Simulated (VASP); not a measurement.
# KI (I4/mmm) in VASP: notebook

Runs on KI. Level: PBE. Tasks: single point.

Everything below comes from runs of VASP 6.6.1. Logs are shortened: lines on timing, memory, paths and dates and some standing lists are left out, and cuts for length are marked.

**1. The cell of the first run**

Symmetry: I4/mmm, No. 139, tetragonal system. The conventional cell has a = 5.012 Å, b = 5.012 Å, c = 6.947 Å, α = 90.00°, β = 90.00°, γ = 90.00°. K (site symmetry 4/mmm) has 6 I at 3.47 to 3.54 Å within 4.6 Å. I (site symmetry 4/mmm) has 6 K at 3.47 to 3.54 Å within 4.6 Å.

**2. Single point, PBE (uniaxial x strain -2.0%)**

The input, INCAR:

```
PREC = Accurate ; ENCUT = 520
EDIFF = 1E-6 ; ISMEAR = 0
SIGMA = 0.01 ; LREAL = F
LASPH = T ; NELM = 80
ALGO = Normal ; ISIF = 2
LWAVE = F ; LCHARG = T
GGA = PE ; LELF = T
LVHAR = T ; NBANDS = 15
```

The input, KPOINTS:

```
Automatic mesh
0
Gamma
  4 4 4
```

The input, POSCAR:

```
KI
1.0
    0.0000000000      3.5442842164      3.5442842164
    3.4733985321      0.0000000000      3.5442842164
    3.4733985321      3.5442842164      0.0000000000
K I
1 1
Direct
    0.0000000000      0.0000000000      0.0000000000
    0.5000000000      0.5000000000      0.5000000000
```

Potentials or basis: VASP PAW PBE potentials, release 64 (K_sv, I).

The run is started by

```console
$ cat potpaw_PBE.64/K_sv/POTCAR potpaw_PBE.64/I/POTCAR > POTCAR
$ mpirun -np 1 vasp_std > vasp.out
```

OUTCAR:

```text
PREC = Accurate
   ENCUT = 520
   EDIFF = 1E-6
   ISMEAR = 0
   LREAL = F
   LASPH = T
   NELM = 80
   ISIF = 2
   GGA = PE

 ion  position               nearest neighbor table
   1  0.000  0.000  0.000-   2 3.47   2 3.47   2 3.54   2 3.54   2 3.54   2 3.54
   2  0.500  0.500  0.500-   1 3.47   1 3.47   1 3.54   1 3.54   1 3.54   1 3.54

  LATTYP: Found a body centered tetragonal cell.
 ALAT       =     5.0123748077
 C/A-ratio  =     1.3859292911

  Lattice vectors:

 A1 = (  -3.4733985321,   0.0000000000,  -3.5442842164)
 A2 = (  -3.4733985321,   0.0000000000,   3.5442842164)
 A3 = (   3.4733985321,   3.5442842164,   0.0000000000)

Analysis of symmetry for initial positions (statically):
=====================================================================
 Subroutine PRICEL returns:
 Original cell was already a primitive cell.

 Routine SETGRP: Setting up the symmetry group for a
 body centered tetragonal supercell.

 Subroutine GETGRP returns: Found 16 space group operations
 (whereof 16 operations were pure point group operations)
 out of a pool of 16 trial point group operations.

The static configuration has the point symmetry D_4h.

Analysis of symmetry for dynamics (positions and initial velocities):
=====================================================================
 Subroutine PRICEL returns:
 Original cell was already a primitive cell.

 Routine SETGRP: Setting up the symmetry group for a
 body centered tetragonal supercell.

 Subroutine GETGRP returns: Found 16 space group operations
 (whereof 16 operations were pure point group operations)
 out of a pool of 16 trial point group operations.

The dynamic configuration has the point symmetry D_4h.

 Subroutine INISYM returns: Found 16 space group operations
 (whereof 16 operations are pure point group operations),
 and found     1 'primitive' translations

----------------------------------------------------------------------------------------

                                     Primitive cell

  volume of cell :      87.2653

  direct lattice vectors                    reciprocal lattice vectors
     0.000000000  3.544284216  3.544284216    -0.143951233  0.141072208  0.141072208
     3.473398532  0.000000000  3.544284216     0.143951233 -0.141072208  0.141072208
     3.473398532  3.544284216  0.000000000     0.143951233  0.141072208 -0.141072208

  length of vectors
     5.012374808  4.962504203  4.962504203     0.246017668  0.246017668  0.246017668

  position of ions in fractional coordinates (direct lattice)
     0.000000000  0.000000000  0.000000000
     0.500000000  0.500000000  0.500000000

  ion indices of the primitive-cell ions
   primitive index   ion index
                 1           1
                 2           2

----------------------------------------------------------------------------------------

 KPOINTS: Automatic mesh

Automatic generation of k-mesh.
 Grid dimensions read from file:
 generate k-points for:    4    4    4

 Generating k-lattice:

  Cartesian coordinates                     Fractional coordinates (reciprocal lattice)
    -0.035987808  0.035268052  0.035268052     0.250000000  0.000000000  0.000000000
     0.035987808 -0.035268052  0.035268052     0.000000000  0.250000000  0.000000000
     0.035987808  0.035268052 -0.035268052     0.000000000  0.000000000  0.250000000

  Length of vectors
     0.061504417  0.061504417  0.061504417

  Shift w.r.t. Gamma in fractional coordinates (k-lattice)
     0.000000000  0.000000000  0.000000000

 Subroutine IBZKPT returns following result:
 ===========================================

 Found     13 irreducible k-points:

 Following reciprocal coordinates:
            Coordinates               Weight
  0.000000  0.000000  0.000000      1.000000
  0.250000  0.000000  0.000000      8.000000
  0.500000  0.000000  0.000000      4.000000
  0.250000  0.250000  0.000000      4.000000
  0.500000  0.250000  0.000000     16.000000
 -0.250000  0.250000  0.000000      8.000000
  0.500000  0.500000  0.000000      2.000000
  0.000000  0.250000  0.250000      2.000000
  0.500000  0.250000  0.250000      4.000000
 -0.250000  0.250000  0.250000      8.000000
 -0.250000  0.500000  0.250000      4.000000
  0.500000 -0.250000  0.250000      2.000000
  0.000000  0.500000  0.500000      1.000000
   k-points           NKPTS =     13   k-points in BZ     NKDIM =     13   number of bands    NBANDS=     15
   number of dos      NEDOS =    301   number of ions     NIONS =      2
   total plane-waves  NPLWV =  64000
   dimension x,y,z NGX =    40 NGY =   40 NGZ =   40
   dimension x,y,z NGXF=    80 NGYF=   80 NGZF=   80
   ions per type =               1   1
   NGX,Y,Z   is equivalent  to a cutoff of  13.27, 13.40, 13.40 a.u.
   NGXF,Y,Z  is equivalent  to a cutoff of  26.53, 26.80, 26.80 a.u.
 SYSTEM =  unknown system
   PREC   = accura    normal or accurate (medium, high low for compatibility)
   ISTART =      0    job   : 0-new  1-cont  2-samecut
   ICHARG =      2    charge: 1-file 2-atom 10-const
   ISPIN  =      1    spin polarized calculation?
   LNONCOLLINEAR =      F non collinear calculations
   LSORBIT =      F    spin-orbit coupling
   LASPH  =      T    aspherical Exc in radial PAW
   ENCUT  =  520.0 eV  38.22 Ry    6.18 a.u.   9.32  9.23  9.23*2*pi/ulx,y,z
   NELM   =     80;   NELMIN=  2; NELMDL= -5     # of ELM steps
   EDIFF  = 0.1E-05   stopping-criterion for ELM
   LREAL  =      F    real-space projection
   EDIFFG = 0.1E-04   stopping-criterion for IOM
   NSW    =      0    number of steps for IOM
   IBRION =     -1    ionic relax: 0-MD 1-quasi-New 2-CG
   NFREE  =      0    steps in history (QN), initial steepest desc. (CG)
   ISIF   =      2    stress and relaxation
   ISYM   =      2    0-nonsym 1-usesym 2-fastsym
   POTIM  = 0.5000    time-step for ionic-motion
   TEBEG  =    0.0;   TEEND  =   0.0 temperature during run
   PSTRESS=    0.0 pullay stress
   NELECT =      16.0000    total number of electrons
   NUPDOWN=      -1.0000    fix difference up-down
   EMIN   =  10.00;   EMAX   =-10.00  energy-range for DOS
   EFERMI =   0.00;   METHOD = LEGACY
   ISMEAR =     0;   SIGMA  =   0.01  broadening in eV -4-tet -1-fermi 0-gaus
   EFERMI_NEDOS =   21; number of points for ismear=-14 and -15
   IALGO  =     38    algorithm
   IMIX   =      4    mixing-type and parameters
     AMIX     =   0.40;   BMIX     =  1.00
     AMIX_MAG =   1.60;   BMIX_MAG =  1.00
  volume/ion in A,a.u.               =      43.63       294.45
  Fermi-wavevector in a.u.,A,eV,Ry     =   0.930039  1.757518 11.768653  0.864972
  Thomas-Fermi vector in A             =   2.056385
   LORBIT       =      0    0 simple, 1 ext, 2 COOP (PROOUT), +10 PAW based schemes
   GGA     = PE    functional components
   LHFCALC =     F    Hartree Fock is set to
   AEXX    =    0.0000 exact exchange contribution
   IVDW    =     0    specifies the selected vdW correction
   LEPSILON=     F    determine dielectric tensor
   LRPA    =     F    only Hartree local field effects (RPA)
 non-spin polarized calculation
 Gauss-broadening in eV      SIGMA  =   0.01
  energy-cutoff  :      520.00
  volume of cell :       87.27
 maximum number of plane-waves:      2365
 NGX is ok and might be reduce to    40
   NGX = 19   NGY = 19   NGZ = 19

 number of electron      15.9999999 magnetization

 Free energy of the ion-electron system (eV)
  ---------------------------------------------------
  ext. energy  EPLUGINS =         0.00000000
  ---------------------------------------------------
  free energy    TOTEN  =        -5.54934205 eV

  energy without entropy =       -5.54934205  energy(sigma->0) =       -5.54934205

 E-fermi :  -0.2857     XC(G=0):  -7.2179

 val. band max:       -0.3563452044   @ k =   0.0000   0.0000   0.0000
 cond. band min:       3.6257003576   @ k =   0.0000   0.0000   0.0000
 fundamental gap:      3.9820455620
 Fermi energy:        -0.2857281061

 k-point     1 :       0.0000    0.0000    0.0000
  band No.  band energies     occupation
      1     -28.8447      2.00000
      2     -12.3346      2.00000
      3     -12.3336      2.00000
      4     -12.3336      2.00000
      5     -10.8783      2.00000
      6      -0.3619      2.00000
      7      -0.3619      2.00000
      8      -0.3563      2.00000
      9       3.6257      0.00000
     10       6.0918      0.00000
     11       6.0918      0.00000
     12       6.2138      0.00000
     13       6.8148      0.00000
     14       6.8987      0.00000
     15       9.4409      0.00000

 k-point     2 :       0.2500    0.0000    0.0000
  band No.  band energies     occupation
      1     -28.8436      2.00000
      2     -12.4180      2.00000
      3     -12.3354      2.00000
      4     -12.3348      2.00000
      5     -10.7275      2.00000
      6      -1.1343      2.00000
      7      -0.5444      2.00000
      8      -0.5383      2.00000
      9       4.7221      0.00000
     10       6.2219      0.00000
     11       6.7109      0.00000
     12       6.7849      0.00000
     13       7.5235      0.00000
     14       7.6149      0.00000
     15       9.9712      0.00000

 k-point     3 :       0.5000    0.0000    0.0000
  band No.  band energies     occupation
      1     -28.8425      2.00000
      2     -12.4903      2.00000
      3     -12.3372      2.00000
      4     -12.3354      2.00000
      5     -10.5856      2.00000
      6      -1.7047      2.00000
      7      -0.7092      2.00000
      8      -0.7017      2.00000
      9       5.1723      0.00000
     10       7.3788      0.00000
     11       7.7281      0.00000
     12       7.8868      0.00000
     13       8.3582      0.00000
     14       8.3681      0.00000
     15       9.0119      0.00000
[... 145 lines left out ...]
 k-point    12 :       0.5000   -0.2500    0.2500
  band No.  band energies     occupation
      1     -28.8419      2.00000
      2     -12.3967      2.00000
      3     -12.3655      2.00000
      4     -12.3655      2.00000
      5     -10.6573      2.00000
      6      -1.0972      2.00000
      7      -1.0972      2.00000
      8      -1.0006      2.00000
      9       6.1589      0.00000
     10       6.1589      0.00000
     11       6.2958      0.00000
     12       7.8520      0.00000
     13       8.5669      0.00000
     14       9.2759      0.00000
     15       9.8608      0.00000

 k-point    13 :       0.0000    0.5000    0.5000
  band No.  band energies     occupation
      1     -28.8417      2.00000
      2     -12.3830      2.00000
      3     -12.3540      2.00000
      4     -12.3540      2.00000
      5     -10.7256      2.00000
      6      -1.3579      2.00000
      7      -0.7544      2.00000
      8      -0.7544      2.00000
      9       4.5453      0.00000
     10       5.4347      0.00000
     11       7.7800      0.00000
     12       8.3960      0.00000
     13       8.5534      0.00000
     14       9.2434      0.00000
     15       9.2434      0.00000

------------------------ aborting loop because EDIFF is reached ----------------------------------------

  FORCE on cell =-STRESS in cart. coord.  units (eV):
  Direction    XX          YY          ZZ          XY          YZ          ZX
  --------------------------------------------------------------------------------------
  -------------------------------------------------------------------------------------
  Total        0.6454604      0.3213482      0.3213482      0.0000000      0.0000000      0.0000000
  in kB       11.8505503      5.8999010      5.8999010      0.0000000      0.0000000      0.0000000
  external PRESSURE =       7.8834508 kB  Pullay stress =       0.0000000 kB

 VOLUME and BASIS-vectors are now :
 -----------------------------------------------------------------------------
  energy-cutoff  :      520.00
  volume of cell :       87.27
      direct lattice vectors                 reciprocal lattice vectors
     0.000000000  3.544284216  3.544284216    -0.143951233  0.141072208  0.141072208
     3.473398532  0.000000000  3.544284216     0.143951233 -0.141072208  0.141072208
     3.473398532  3.544284216  0.000000000     0.143951233  0.141072208 -0.141072208

 POSITION                                       TOTAL-FORCE (eV/Angst)
 -----------------------------------------------------------------------------------
      0.00000      0.00000      0.00000         0.000000      0.000000     -0.000000
      3.47340      3.54428      3.54428         0.000000     -0.000000      0.000000
 -----------------------------------------------------------------------------------
    total drift:                                0.000000     -0.000000     -0.000000

  FREE ENERGIE OF THE ION-ELECTRON SYSTEM (eV)
  ---------------------------------------------------
  free  energy   TOTEN  =        -5.5493420532 eV

  energy  without entropy=       -5.5493420532  energy(sigma->0) =       -5.54934205
```

It took 20 s on 1 thread of Intel Xeon Platinum 8259CL at 2.50GHz (Skylake/Cascade Lake), shared host; peak memory 0.23 GiB.

What came out:

```
Free energy            : -5.5493 eV
Pressure               : 0.8 GPa
Band gap on the k mesh : 3.98 eV, direct
```

Levels at points of the mesh, in eV from the valence-band top:
```
           k point  band 6  band 7  band 8  band 9  band 10  band 11
(0.00, 0.00, 0.00)   -0.01   -0.01    0.00    3.98     6.45     6.45
(0.50, 0.00, 0.00)   -1.35   -0.35   -0.35    5.53     7.74     8.08
(0.50, 0.50, 0.00)   -1.02   -0.38   -0.35    4.92     5.79     8.09
(0.00, 0.50, 0.50)   -1.00   -0.40   -0.40    4.90     5.79     8.14
```

Caveat: the cell differs from its parent crystal (uniaxial x strain -2.0%); spin-orbit coupling is left out, which moves the levels of the heavy elements.

**3. Single point, PBE (uniaxial z strain -1.5%)**

The input, INCAR:

```
  PREC = Accurate
  ENCUT = 520
  EDIFF = 1E-6
  ISMEAR = 0
  SIGMA = 0.01
  LREAL = F
  LASPH = T
  NELM = 80
  ALGO = Normal
  ISIF = 2
  LWAVE = F
  LCHARG = T
  GGA = PE
  LELF = T
  LVHAR = T
  NBANDS = 15
```

KPOINTS is that of step 2.

The input, POSCAR:

```
KI
1.0
    0.0000000000      3.5442842164      3.4911199532
    3.5442842164      0.0000000000      3.4911199532
    3.5442842164      3.5442842164      0.0000000000
K I
1 1
Direct
    0.0000000000      0.0000000000      0.0000000000
    0.5000000000      0.5000000000      0.5000000000
```

Potentials or basis: VASP PAW PBE potentials, release 64 (K_sv, I).

The run is started by

```console
$ cat potpaw_PBE.64/K_sv/POTCAR potpaw_PBE.64/I/POTCAR > POTCAR
$ mpirun -np 1 vasp_std > vasp.out
```

OUTCAR:

```text
PREC = Accurate
   ENCUT = 520
   EDIFF = 1E-6
   ISMEAR = 0
   LREAL = F
   LASPH = T
   NELM = 80
   ISIF = 2
   GGA = PE

 ion  position               nearest neighbor table
   1  0.000  0.000  0.000-   2 3.49   2 3.49   2 3.54   2 3.54   2 3.54   2 3.54
   2  0.500  0.500  0.500-   1 3.49   1 3.49   1 3.54   1 3.54   1 3.54   1 3.54

  LATTYP: Found a body centered tetragonal cell.
 ALAT       =     5.0123748077
 C/A-ratio  =     1.3930003590

  Lattice vectors:

[... 407 lines left out ...]

------------------------ aborting loop because EDIFF is reached ----------------------------------------

  FORCE on cell =-STRESS in cart. coord.  units (eV):
  Direction    XX          YY          ZZ          XY          YZ          ZX
  --------------------------------------------------------------------------------------
  -------------------------------------------------------------------------------------
  Total        0.3109536      0.3109536      0.5459737      0.0000000      0.0000000     -0.0000000
  in kB        5.6800785      5.6800785      9.9731064      0.0000000      0.0000000     -0.0000000
  external PRESSURE =       7.1110878 kB  Pullay stress =       0.0000000 kB

 VOLUME and BASIS-vectors are now :
 -----------------------------------------------------------------------------
  energy-cutoff  :      520.00
  volume of cell :       87.71
      direct lattice vectors                 reciprocal lattice vectors
     0.000000000  3.544284216  3.491119953    -0.141072208  0.141072208  0.143220516
     3.544284216  0.000000000  3.491119953     0.141072208 -0.141072208  0.143220516
     3.544284216  3.544284216  0.000000000     0.141072208  0.141072208 -0.143220516

 POSITION                                       TOTAL-FORCE (eV/Angst)
 -----------------------------------------------------------------------------------
      0.00000      0.00000      0.00000         0.000000      0.000000      0.000000
      3.54428      3.54428      3.49112         0.000000      0.000000     -0.000000
 -----------------------------------------------------------------------------------
    total drift:                                0.000000     -0.000000     -0.000000

  FREE ENERGIE OF THE ION-ELECTRON SYSTEM (eV)
  ---------------------------------------------------
  free  energy   TOTEN  =        -5.5523724916 eV

  energy  without entropy=       -5.5523724916  energy(sigma->0) =       -5.55237249
```

OSZICAR:

```text
N       E                     dE             d eps       ncg     rms          rms(c)
DAV:   1     0.891402083137E+02    0.89140E+02   -0.64838E+03   390   0.902E+02
DAV:   2    -0.363606990722E+00   -0.89504E+02   -0.83469E+02   517   0.212E+02
DAV:   3    -0.537887428770E+01   -0.50153E+01   -0.49934E+01   531   0.442E+01
DAV:   4    -0.563029012324E+01   -0.25142E+00   -0.25135E+00   631   0.876E+00
DAV:   5    -0.563262150454E+01   -0.23314E-02   -0.23313E-02   531   0.749E-01    0.309E+00
DAV:   6    -0.555037422673E+01    0.82247E-01   -0.93277E-02   509   0.177E+00    0.220E+00
DAV:   7    -0.554663025411E+01    0.37440E-02   -0.11494E-01   509   0.170E+00    0.784E-01
DAV:   8    -0.555173322339E+01   -0.51030E-02   -0.12730E-02   461   0.718E-01    0.128E-01
DAV:   9    -0.555220648486E+01   -0.47326E-03   -0.82388E-04   516   0.170E-01    0.789E-02
DAV:  10    -0.555232497000E+01   -0.11849E-03   -0.10967E-04   494   0.561E-02    0.208E-02
DAV:  11    -0.555237276567E+01   -0.47796E-04   -0.59742E-05   467   0.447E-02    0.184E-02
DAV:  12    -0.555237249158E+01    0.27409E-06   -0.27169E-06   529   0.130E-02
   1 F= -.55523725E+01 E0= -.55523725E+01  d E =-.860146E-15
```

stdout:

```text
POSCAR found type information on POSCAR K I
 POSCAR found :  2 types and       2 ions
 scaLAPACK will be used
 LDA part: xc-table for (Slater+PW92), standard interpolation
 POSCAR, INCAR and KPOINTS ok, starting setup
 FFT: planning ... GRIDC
 FFT: planning ... GRID_SOFT
 FFT: planning ... GRID
 WAVECAR not read
 entering main loop
```

It took 21 s on 1 thread of Intel Xeon Platinum 8259CL at 2.50GHz (Skylake/Cascade Lake), shared host; peak memory 0.23 GiB.

What came out:

- Free energy: -5.5524 eV
- Pressure: 0.7 GPa
- Band gap on the k mesh: 3.97 eV, direct

Levels at points of the mesh, in eV from the valence-band top:
```csv
k point,band 6,band 7,band 8,band 9,band 10,band 11
"(0.00, 0.00, 0.00)",0.00,0.00,0.00,3.97,6.46,6.46
"(0.50, 0.00, 0.00)",-1.33,-0.35,-0.34,5.52,7.72,8.09
"(0.50, 0.50, 0.00)",-1.00,-0.39,-0.39,4.91,5.78,8.12
"(0.50, 0.00, 0.50)",-1.01,-0.37,-0.36,4.93,5.77,8.09
```

Caveat: the cell differs from its parent crystal (uniaxial z strain -1.5%); spin-orbit coupling is left out, which moves the levels of the heavy elements.
